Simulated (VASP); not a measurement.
# Au in VASP: single point with PBE+D3(BJ)

Aim: the single point of Au with PBE+D3(BJ).

Everything below comes from runs of VASP 6.6.1. Logs are shortened: lines on timing, memory, paths and dates and some standing lists are left out, and cuts for length are marked.

**1. The cell of the first run**

The cell holds a molecule in a box, 1 atom: a = 15.000 Å, b = 15.500 Å, c = 16.000 Å, α = 90.00°, β = 90.00°, γ = 90.00°.

**2. Single point, PBE+D3(BJ), collinear spin**

Contents of INCAR:

```
ALGO = Normal ; EDIFF = 1E-7
ENCUT = 520 ; GGA = PE
ISIF = 2 ; ISMEAR = 0
ISPIN = 2 ; ISYM = 0
IVDW = 12 ; LASPH = T
LCHARG = F ; LMAXMIX = 4
LORBIT = 11 ; LREAL = F
LWAVE = F ; MAGMOM = 1
NBANDS = 16 ; NELM = 150
PREC = Accurate ; SIGMA = 0.005
```

Contents of KPOINTS:

```
k-points
0
Gamma
  1 1 1
```

Contents of POSCAR:

```
Au
1.0
   15.0000000000      0.0000000000      0.0000000000
    0.0000000000     15.5000000000      0.0000000000
    0.0000000000      0.0000000000     16.0000000000
Au
1
Direct
    0.5000000000      0.5000000000      0.5000000000
```

Potentials or basis: VASP PAW PBE potentials, release 64 (Au).

Run with:

```
cat potpaw_PBE.64/Au/POTCAR > POTCAR
mpirun -np 1 vasp_gam > vasp.out
```

OUTCAR:

```text
EDIFF = 1E-7
   ENCUT = 520
   GGA = PE
   ISIF = 2
   ISMEAR = 0
   ISPIN = 2
   ISYM = 0
   IVDW = 12
   LASPH = T
   LORBIT = 11
   LREAL = F
   NELM = 150
   PREC = Accurate
 IVDW          = 12

 ion  position               nearest neighbor table
   1  0.500  0.500  0.500-

IMPORTANT INFORMATION: All symmetrisations will be switched off!
NOSYMM: (Re-)initialisation of all symmetry stuff for point group C_1.

----------------------------------------------------------------------------------------

                                     Primitive cell

  volume of cell :    3720.0000

  direct lattice vectors                    reciprocal lattice vectors
    15.000000000  0.000000000  0.000000000     0.066666667  0.000000000  0.000000000
     0.000000000 15.500000000  0.000000000     0.000000000  0.064516129  0.000000000
     0.000000000  0.000000000 16.000000000     0.000000000  0.000000000  0.062500000

  length of vectors
    15.000000000 15.500000000 16.000000000     0.066666667  0.064516129  0.062500000

  position of ions in fractional coordinates (direct lattice)
     0.500000000  0.500000000  0.500000000

  ion indices of the primitive-cell ions
   primitive index   ion index
                 1           1

----------------------------------------------------------------------------------------

 KPOINTS: k-points

Automatic generation of k-mesh.
 Grid dimensions read from file:
 generate k-points for:    1    1    1

 Generating k-lattice:

  Cartesian coordinates                     Fractional coordinates (reciprocal lattice)
     0.066666667  0.000000000  0.000000000     1.000000000  0.000000000  0.000000000
     0.000000000  0.064516129  0.000000000     0.000000000  1.000000000  0.000000000
     0.000000000  0.000000000  0.062500000     0.000000000  0.000000000  1.000000000

  Length of vectors
     0.066666667  0.064516129  0.062500000

  Shift w.r.t. Gamma in fractional coordinates (k-lattice)
     0.000000000  0.000000000  0.000000000

 Subroutine IBZKPT returns following result:
 ===========================================

 Found      1 irreducible k-points:

 Following reciprocal coordinates:
            Coordinates               Weight
  0.000000  0.000000  0.000000      1.000000
   k-points           NKPTS =      1   k-points in BZ     NKDIM =      1   number of bands    NBANDS=     16
   number of dos      NEDOS =    301   number of ions     NIONS =      1
   total plane-waves  NPLWV = ******
   dimension x,y,z NGX =   112 NGY =  120 NGZ =  120
   dimension x,y,z NGXF=   224 NGYF=  240 NGZF=  240
   ions per type =               1
   NGX,Y,Z   is equivalent  to a cutoff of  12.41, 12.87, 12.47 a.u.
   NGXF,Y,Z  is equivalent  to a cutoff of  24.83, 25.74, 24.94 a.u.
 SYSTEM =  unknown system
   PREC   = accura    normal or accurate (medium, high low for compatibility)
   ISTART =      0    job   : 0-new  1-cont  2-samecut
   ICHARG =      2    charge: 1-file 2-atom 10-const
   ISPIN  =      2    spin polarized calculation?
   LNONCOLLINEAR =      F non collinear calculations
   LSORBIT =      F    spin-orbit coupling
   LASPH  =      T    aspherical Exc in radial PAW
   ENCUT  =  520.0 eV  38.22 Ry    6.18 a.u.  27.89 28.82 29.75*2*pi/ulx,y,z
   NELM   =    150;   NELMIN=  2; NELMDL= -5     # of ELM steps
   EDIFF  = 0.1E-06   stopping-criterion for ELM
   LREAL  =      F    real-space projection
   EDIFFG = 0.1E-05   stopping-criterion for IOM
   NSW    =      0    number of steps for IOM
   IBRION =     -1    ionic relax: 0-MD 1-quasi-New 2-CG
   NFREE  =      0    steps in history (QN), initial steepest desc. (CG)
   ISIF   =      2    stress and relaxation
   ISYM   =      0    0-nonsym 1-usesym 2-fastsym
   POTIM  = 0.5000    time-step for ionic-motion
   TEBEG  =    0.0;   TEEND  =   0.0 temperature during run
   PSTRESS=    0.0 pullay stress
   NELECT =      11.0000    total number of electrons
   NUPDOWN=      -1.0000    fix difference up-down
   EMIN   =  10.00;   EMAX   =-10.00  energy-range for DOS
   EFERMI =   0.00;   METHOD = LEGACY
   ISMEAR =     0;   SIGMA  =   0.01  broadening in eV -4-tet -1-fermi 0-gaus
   EFERMI_NEDOS =   21; number of points for ismear=-14 and -15
   IALGO  =     38    algorithm
   IMIX   =      4    mixing-type and parameters
     AMIX     =   0.40;   BMIX     =  1.00
     AMIX_MAG =   1.60;   BMIX_MAG =  1.00
  volume/ion in A,a.u.               =    3720.00     25103.80
  Fermi-wavevector in a.u.,A,eV,Ry     =   0.234977  0.444042  0.751233  0.055214
  Thomas-Fermi vector in A             =   1.033633
   LORBIT       =     11    0 simple, 1 ext, 2 COOP (PROOUT), +10 PAW based schemes
   GGA     = PE    functional components
   LHFCALC =     F    Hartree Fock is set to
   AEXX    =    0.0000 exact exchange contribution
   IVDW    =    12    specifies the selected vdW correction
   LEPSILON=     F    determine dielectric tensor
   LRPA    =     F    only Hartree local field effects (RPA)
 spin polarized calculation
 Gauss-broadening in eV      SIGMA  =   0.01
  energy-cutoff  :      520.00
  volume of cell :     3720.00
 maximum number of plane-waves:     50071
 NGX is ok and might be reduce to   112
   NGX = 55   NGY = 57   NGZ = 59

 number of electron      11.0000000 magnetization       1.0000000

 Free energy of the ion-electron system (eV)
  ---------------------------------------------------
  ext. energy  EPLUGINS =         0.00000000
  ---------------------------------------------------
  free energy    TOTEN  =        -0.18488218 eV

  energy without entropy =       -0.18488218  energy(sigma->0) =       -0.18488218

 E-fermi :  -5.9716     XC(G=0):  -0.2409

 val. band max:       -6.0143998692   @ k =   0.0000   0.0000   0.0000
 cond. band min:      -5.3035790258   @ k =   0.0000   0.0000   0.0000
 fundamental gap:      0.7108208434
 Fermi energy:        -5.9716496795

 spin component 1

 k-point     1 :       0.0000    0.0000    0.0000
  band No.  band energies     occupation
      1      -6.9245      1.00000
      2      -6.9245      1.00000
      3      -6.9245      1.00000
      4      -6.9245      1.00000
      5      -6.9245      1.00000
      6      -6.0144      1.00000
[... 8 lines left out ...]
     15       0.7095      0.00000
     16       0.7513      0.00000
 Fermi energy:        -5.9716496795

 spin component 2

 k-point     1 :       0.0000    0.0000    0.0000
  band No.  band energies     occupation
      1      -6.6378      1.00000
      2      -6.6378      1.00000
      3      -6.6378      1.00000
      4      -6.6378      1.00000
      5      -6.6378      1.00000
      6      -5.3036      0.00000
[... 8 lines left out ...]
     15       0.7668      0.00000
     16       0.8063      0.00000

------------------------ aborting loop because EDIFF is reached ----------------------------------------

 Edisp (eV)   -0.00007

 E8    (eV) :    -0.0000

  FORCE on cell =-STRESS in cart. coord.  units (eV):
  Direction    XX          YY          ZZ          XY          YZ          ZX
  --------------------------------------------------------------------------------------
  -------------------------------------------------------------------------------------
  Total      -0.01424    -0.01431    -0.01436    -0.00000     0.00000     0.00000
  in kB      -0.00613    -0.00616    -0.00619    -0.00000     0.00000     0.00000
  external pressure =       -0.01 kB  Pullay stress =        0.00 kB

 VOLUME and BASIS-vectors are now :
 -----------------------------------------------------------------------------
  energy-cutoff  :      520.00
  volume of cell :     3720.00
      direct lattice vectors                 reciprocal lattice vectors
    15.000000000  0.000000000  0.000000000     0.066666667  0.000000000  0.000000000
     0.000000000 15.500000000  0.000000000     0.000000000  0.064516129  0.000000000
     0.000000000  0.000000000 16.000000000     0.000000000  0.000000000  0.062500000

 POSITION                                       TOTAL-FORCE (eV/Angst)
 -----------------------------------------------------------------------------------
      7.50000      7.75000      8.00000        -0.000000     -0.000000      0.000000
 -----------------------------------------------------------------------------------
    total drift:                               -0.000000     -0.000000      0.000000

  FREE ENERGIE OF THE ION-ELECTRON SYSTEM (eV)
  ---------------------------------------------------
  free  energy   TOTEN  =        -0.1849484599 eV

  energy  without entropy=       -0.1849484599  energy(sigma->0) =       -0.18494846

 total charge

# of ion       s       p       d       tot
------------------------------------------
    1        0.466   0.000   9.033   9.499

 magnetization (x)

# of ion       s       p       d       tot
------------------------------------------
    1        0.466   0.000  -0.025   0.441
```

OSZICAR:

```text
N       E                     dE             d eps       ncg     rms          rms(c)
DAV:   1     0.731596226529E+02    0.73160E+02   -0.14582E+03    64   0.309E+02
DAV:   2     0.346923214845E+02   -0.38467E+02   -0.34108E+02   120   0.348E+01
[... 16 lines left out ...]
DAV:  19    -0.184875767570E+00   -0.36073E-05   -0.38621E-08    72   0.441E-04    0.849E-05
DAV:  20    -0.184879456734E+00   -0.36892E-05   -0.24469E-08    64   0.349E-04    0.413E-05
DAV:  21    -0.184881016800E+00   -0.15601E-05    0.13380E-09    64   0.174E-04    0.226E-05
DAV:  22    -0.184881718769E+00   -0.70197E-06    0.62584E-09    80   0.109E-04    0.159E-05
DAV:  23    -0.184882089491E+00   -0.37072E-06    0.88705E-09    72   0.114E-04    0.107E-05
DAV:  24    -0.184882178096E+00   -0.88605E-07    0.11479E-08    80   0.420E-05
   1 F= -.18494846E+00 E0= -.18494846E+00  d E =-.251809E-34  mag=     1.0000
```

stdout:

```text
POSCAR found type information on POSCAR Au
 POSCAR found :  1 types and       1 ions
 scaLAPACK will be used
 LDA part: xc-table for (Slater+PW92), standard interpolation
 POSCAR, INCAR and KPOINTS ok, starting setup
 FFT: planning ... GRIDC
 FFT: planning ... GRID_SOFT
 FFT: planning ... GRID
 WAVECAR not read
 entering main loop
```

Wall time 15 min (1 thread of Intel Xeon 8259CL, shared host); peak memory 3.3 GiB.

What came out:

| Quantity | Value |
| --- | --- |
| Free energy | -0.1849 eV |
| Gap between the frontier levels | 0.71 eV |
| Net moment | 1.00 μB per cell |
| Site moments | Au +0.44 μB |
| Valence electrons inside the program's atomic spheres | Au 9.50 |
| Dispersion energy per atom | 0.000 eV |

Caveat: spin-orbit coupling is left out, which moves the levels of the heavy elements.
